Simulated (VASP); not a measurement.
# BeSn2S3 (Cmmm) in VASP: relaxation of cell and atoms with PBE

Aim: the relaxation of cell and atoms of BeSn2S3 with PBE.

Everything below comes from runs of VASP 6.6.1. Logs are shortened: lines on timing, memory, paths and dates and some standing lists are left out, and cuts for length are marked.

### 1 The cell of the first run

Symmetry: Cmmm, No. 65, orthorhombic system. The conventional cell has a = 4.315 Å, b = 14.492 Å, c = 4.465 Å, α = 90.00°, β = 90.00°, γ = 90.00°. Within 3.8 Å of Be (site symmetry mmm) lie 4 Sn at 2.87 Å and 8 S at 3.10 to 3.44 Å. Within 3.7 Å of Sn (site symmetry m2m) lie 8 S at 2.82 to 3.54 Å and 2 Be at 2.87 Å and 1 Sn at 3.62 Å. Within 3.7 Å of S (site symmetry mmm) lie 4 Sn at 2.82 Å and 4 Be at 3.10 Å and 4 S at 3.49 Å. S (site symmetry m2m) has 4 S at 2.86 to 3.49 Å and 6 Sn at 3.22 to 3.54 Å and 2 Be at 3.44 Å within 3.8 Å.

The cell was generated, and may not be a known phase.

### 2 Relaxation of cell and atoms, PBE

File INCAR:

```
ALGO = Normal
EDIFF = 1E-7
EDIFFG = -0.08
ENCUT = 600
GGA = PE
GGA_COMPAT = False
IBRION = 2
ISIF = 3
ISMEAR = 0
LASPH = True
LCHARG = False
LREAL = False
LWAVE = False
NELM = 120
NELMIN = 4
NSW = 36
PREC = Accurate
SIGMA = 0.15
```

File KPOINTS:

```
k-points
0
Gamma
  3 3 3
```

File POSCAR:

```
BeSn2S3
1.0
    2.1573451800     -7.2458659500      0.0000000000
    2.1573451800      7.2458659500      0.0000000000
    0.0000000000      0.0000000000      4.4647668600
Be Sn S
1 2 3
Direct
    0.0000000000      0.0000000000      0.0000000000
    0.1250000000      0.8750000000      0.5000000000
    0.8750000000      0.1250000000      0.5000000000
    0.5000000000      0.5000000000      0.5000000000
    0.3150000000      0.6850000000      0.0000000000
    0.6850000000      0.3150000000      0.0000000000
```

Potentials or basis: VASP PAW PBE potentials, release 64 (Be, Sn_d, S).

On the command line:

```sh
$ cat potpaw_PBE.64/Be/POTCAR potpaw_PBE.64/Sn_d/POTCAR potpaw_PBE.64/S/POTCAR > POTCAR
$ mpirun -np 1 vasp_std > vasp.out
```

OUTCAR:

```text
EDIFF = 1E-7
   EDIFFG = -0.08
   ENCUT = 600
   GGA = PE
   IBRION = 2
   ISIF = 3
   ISMEAR = 0
   LASPH = True
   LREAL = False
   NELM = 120
   NELMIN = 4
   NSW = 36
   PREC = Accurate

 ion  position               nearest neighbor table
   1  0.000  0.000  0.000-   2 2.87   3 2.87   2 2.87   3 2.87
   2  0.125  0.875  0.500-   4 2.82   4 2.82   1 2.87   1 2.87   6 3.22   6 3.22   6 3.22   6 3.22
                             3 3.62
   3  0.875  0.125  0.500-   4 2.82   4 2.82   1 2.87   1 2.87   5 3.22   5 3.22   5 3.22   5 3.22
                             2 3.62
   4  0.500  0.500  0.500-   2 2.82   3 2.82   2 2.82   3 2.82
   5  0.315  0.685  0.000-   3 3.22   3 3.22   3 3.22   3 3.22
   6  0.685  0.315  0.000-   2 3.22   2 3.22   2 3.22   2 3.22

  LATTYP: Found a base centered orthorhombic cell.
 ALAT       =     4.3146903600
 B/A-ratio  =     3.3586956863
 C/A-ratio  =     1.0347826814

  Lattice vectors:

 A1 = (   2.1573451800,  -7.2458659500,   0.0000000000)
 A2 = (   2.1573451800,   7.2458659500,   0.0000000000)
 A3 = (   0.0000000000,   0.0000000000,   4.4647668600)

Analysis of symmetry for initial positions (statically):
=====================================================================
 Subroutine PRICEL returns:
 Original cell was already a primitive cell.

 Routine SETGRP: Setting up the symmetry group for a
 base centered orthorhombic supercell.

 Subroutine GETGRP returns: Found  8 space group operations
 (whereof  8 operations were pure point group operations)
 out of a pool of  8 trial point group operations.

The static configuration has the point symmetry D_2h.

Analysis of symmetry for dynamics (positions and initial velocities):
=====================================================================
 Subroutine PRICEL returns:
 Original cell was already a primitive cell.

 Routine SETGRP: Setting up the symmetry group for a
 base centered orthorhombic supercell.

 Subroutine GETGRP returns: Found  8 space group operations
 (whereof  8 operations were pure point group operations)
 out of a pool of  8 trial point group operations.

The dynamic configuration has the point symmetry D_2h.

 Subroutine INISYM returns: Found  8 space group operations
 (whereof  8 operations are pure point group operations),
 and found     1 'primitive' translations

----------------------------------------------------------------------------------------

                                     Primitive cell

  volume of cell :     139.5850

  direct lattice vectors                    reciprocal lattice vectors
     2.157345180 -7.245865950  0.000000000     0.231766342 -0.069004865  0.000000000
     2.157345180  7.245865950  0.000000000     0.231766342  0.069004865  0.000000000
     0.000000000  0.000000000  4.464766860     0.000000000  0.000000000  0.223975861

  length of vectors
[... 96 lines left out ...]
  Thomas-Fermi vector in A             =   2.283626
   LORBIT       =      0    0 simple, 1 ext, 2 COOP (PROOUT), +10 PAW based schemes
   GGA     = PE    functional components
   LHFCALC =     F    Hartree Fock is set to
   AEXX    =    0.0000 exact exchange contribution
   IVDW    =     0    specifies the selected vdW correction
   LEPSILON=     F    determine dielectric tensor
   LRPA    =     F    only Hartree local field effects (RPA)
 conjugate gradient relaxation of ions
 non-spin polarized calculation
 Gauss-broadening in eV      SIGMA  =   0.15
  energy-cutoff  :      600.00
  volume of cell :      139.58
 maximum number of plane-waves:      4673
   NGX = 31   NGY = 31   NGZ = 17

--------------------------------------- Ionic step        1  -------------------------------------------

 number of electron      48.0000004 magnetization

 Free energy of the ion-electron system (eV)
  ---------------------------------------------------
  ext. energy  EPLUGINS =         0.00000000
  ---------------------------------------------------
  free energy    TOTEN  =       -20.77932538 eV

  energy without entropy =      -20.72971571  energy(sigma->0) =      -20.75452055

------------------------ aborting loop because EDIFF is reached ----------------------------------------

  FORCE on cell =-STRESS in cart. coord.  units (eV):
  Direction    XX          YY          ZZ          XY          YZ          ZX
  --------------------------------------------------------------------------------------
  -------------------------------------------------------------------------------------
  Total      -10.0976678      1.0455026     -5.4894559     -0.0000000      0.0000000      0.0000000
  in kB     -115.9025382     12.0004347    -63.0087942     -0.0000000      0.0000000      0.0000000
  external PRESSURE =     -55.6369659 kB  Pullay stress =       0.0000000 kB
[... 101 lines left out ...]
  FREE ENERGIE OF THE ION-ELECTRON SYSTEM (eV)
  ---------------------------------------------------
  free  energy   TOTEN  =       -21.8201763696 eV

  energy  without entropy=      -21.7854171382  energy(sigma->0) =      -21.80279675

 E-fermi :   6.4240     XC(G=0): -10.0206

 val. band max:        6.3448448748   @ k =   0.3333   0.3333   0.3333
 cond. band min:       6.4639828731   @ k =   0.3333  -0.0000   0.0000
 fundamental gap:      0.1191379983
 Fermi energy:         6.4240491686

 k-point     1 :       0.0000    0.0000    0.0000
  band No.  band energies     occupation
      1     -15.3304      2.00000
      2     -15.3266      2.00000
      3     -15.2754      2.00000
      4     -15.2751      2.00000
      5     -15.2726      2.00000
      6     -15.2717      2.00000
[... 237 lines left out ...]
     27       8.5730      0.00000
     28       9.2181      0.00000

[... ionic steps 4 to 20 ...]

--------------------------------------- Ionic step       21  -------------------------------------------

 number of electron      48.0000016 magnetization

------------------------ aborting loop because EDIFF is reached ----------------------------------------
[... 75 lines left out ...]
--------------------------------------- Ionic step       23  -------------------------------------------

 number of electron      48.0000005 magnetization

 Free energy of the ion-electron system (eV)
  ---------------------------------------------------
  ext. energy  EPLUGINS =         0.00000000
  ---------------------------------------------------
  free energy    TOTEN  =       -23.74897855 eV

  energy without entropy =      -23.70899349  energy(sigma->0) =      -23.72898602

 E-fermi :   5.5047     XC(G=0):  -9.4750

 val. band max:        5.4765791253   @ k =   0.3333  -0.0000   0.3333
 cond. band min:       5.5172165650   @ k =   0.3333   0.3333   0.0000
 fundamental gap:      0.0406374397
 Fermi energy:         5.5046617182

 k-point     1 :       0.0000    0.0000    0.0000
  band No.  band energies     occupation
      1     -16.1155      2.00000
      2     -16.1127      2.00000
      3     -16.1004      2.00000
      4     -16.1002      2.00000
      5     -16.0635      2.00000
      6     -16.0628      2.00000
[... 270 lines left out ...]
  FREE ENERGIE OF THE ION-ELECTRON SYSTEM (eV)
  ---------------------------------------------------
  free  energy   TOTEN  =       -23.7489785540 eV

  energy  without entropy=      -23.7089934917  energy(sigma->0) =      -23.72898602

 reached required accuracy - stopping structural energy minimisation
```

CONTCAR:

```text
BeSn2S3
   1.00000000000000
     1.8194789910685012  -10.2145591668285185    0.0000000000000000
     1.8194789910685012   10.2145591668285185    0.0000000000000000
     0.0000000000000000    0.0000000000000000    3.5944503496573974
  Be              Sn              S
     1     2     3
Direct
     0.0000000000000000    0.0000000000000000    1.0000000000000000
     0.1197150219269947    0.8802849780730053    0.5000000000000000
     0.8802849780730053    0.1197150219269947    0.5000000000000000
     0.5000000000000000    0.5000000000000000    0.5000000000000000
     0.3353455294154340    0.6646544705845658    1.0000000000000000
     0.6646544705845658    0.3353455294154340    1.0000000000000000

  0.00000000E+00  0.00000000E+00  0.00000000E+00
  0.00000000E+00  0.00000000E+00  0.00000000E+00
  0.00000000E+00  0.00000000E+00  0.00000000E+00
  0.00000000E+00  0.00000000E+00  0.00000000E+00
  0.00000000E+00  0.00000000E+00  0.00000000E+00
  0.00000000E+00  0.00000000E+00  0.00000000E+00
```

Run time: 16 min. Hardware: 1 thread of Intel Xeon Platinum 8259CL at 2.50GHz (Skylake/Cascade Lake), shared host; peak memory 0.37 GiB.

Results:

| Property | Result |
| --- | --- |
| Free energy | -23.7490 eV |
| Relaxed volume | 22.27 Å³/atom |
| Relaxed cell | a = 10.375 Å, b = 10.375 Å, c = 3.594 Å, α = 90.00°, β = 90.00°, γ = 159.80° |
| Space group after relaxing (to 0.1 Å) | Cmmm (No. 65) |
| Energy gained by relaxing | 494.9 meV/atom |
| Ionic steps | 23 |
| Pressure after relaxing | -0.2 GPa |
| Largest force after relaxing | 0.069 eV/Å |
| Band gap on the k mesh | zero (bands 24 and 25 overlap by 1.17 eV) |

Forces on the atoms (eV/Å):
```
Be   0.000  0.000  0.000
Sn   0.000  0.069  0.000
Sn   0.000 -0.069  0.000
S    0.000  0.000  0.000
S    0.000  0.002  0.000
S    0.000 -0.002  0.000
```

Step by step:
```tsv
step	energy change (eV)	largest force (eV/Å)	pressure (GPa)	volume (Å³)
1	0.0000	0.7117	-5.56	139.58
2	-0.8744	1.2200	-1.25	123.62
3	-1.0409	1.3855	2.22	116.25
4	-1.0454	1.4523	3.73	113.83
5	-1.6951	0.7383	4.23	111.65
6	-1.8916	0.4769	6.96	109.62
7	-2.3528	0.6535	-1.30	124.41
8	-2.3588	0.6561	-2.24	127.02
9	-2.6065	0.7385	-1.32	128.89
10	-2.6405	0.6984	-0.57	129.48
11	-2.7693	0.6839	0.58	127.80
12	-2.8130	0.5445	1.92	126.25
13	-2.8623	0.2977	-0.10	130.01
14	-2.8623	0.2890	-0.06	129.92
15	-2.8810	0.2768	-0.19	130.26
16	-2.8867	0.2672	-0.30	130.56
17	-2.9015	0.1771	0.24	129.86
18	-2.9117	0.1849	1.18	128.72
19	-2.9199	0.1798	1.03	129.14
20	-2.9387	0.1629	0.57	130.38
21	-2.9527	0.1425	-0.24	132.88
22	-2.9585	0.1218	-0.23	133.06
23	-2.9697	0.0690	-0.18	133.61
```

Final structure:
```yaml
crystal:
  lattice:
    - [1.81948, -10.21456, 0.00000]
    - [1.81948, 10.21456, 0.00000]
    - [0.00000, 0.00000, 3.59445]
  atoms:
    - { symbol: Be, position: [0.00000, 0.00000, 0.00000] }
    - { symbol: Sn, position: [0.11972, 0.88028, 0.50000] }
    - { symbol: Sn, position: [0.88028, 0.11972, 0.50000] }
    - { symbol: S, position: [0.50000, 0.50000, 0.50000] }
    - { symbol: S, position: [0.33535, 0.66465, 0.00000] }
    - { symbol: S, position: [0.66465, 0.33535, 0.00000] }
```

Caveat: the k points lie up to 0.58 Å⁻¹ apart in the final cell, too coarse for converged energies and pressures of a metal; a cell axis changed by over 15 % at a fixed basis, so the end point is rough; spin-orbit coupling is left out, which moves the levels of the heavy elements; the relaxation stopped at a loose force limit of 0.08 eV/Å, so its end isn't a converged minimum.

The gap in the log of VASP goes by the Fermi energy; the results here count the filled bands.